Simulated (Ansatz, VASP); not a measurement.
## One calculation of TiRh, two programs

```
CELL_PARAMETERS angstrom
3.01788 0.00000 0.00000
0.00000 3.01788 0.00000
0.00000 0.00000 3.35000
ATOMIC_POSITIONS crystal
Ti 0.50000 0.50000 0.50000
Rh 0.00000 0.00000 0.00000
```

Change from the starting cell: equal xx and yy strain of +1 %.

Alike in both runs: task single point; functional PBEsol; k mesh 11 × 11 × 10; occupations fermi-dirac, width 0.05 eV; no spin polarisation.

```csv
,VASP,Ansatz
version,VASP 6.6.1,Ansatz 0.2.0
potentials or method,"VASP PAW PBE potentials, release 64 (Ti_sv, Rh_pv), cutoff 520 eV","all-electron LAPW, scalar-relativistic"
```

VASP gave:

```
pressure (GPa)                                                : -10.2
traceless stress, the component that is largest in VASP (GPa) : 2.30
```

Question: Estimate Ansatz's values.

Answer: Pressure (GPa): -10.1; traceless stress, the component that is largest in VASP (GPa): 2.30.

VASP's potentials were made for PBE, not for PBEsol. Ansatz ran all-electron here, and VASP with PAW potentials.
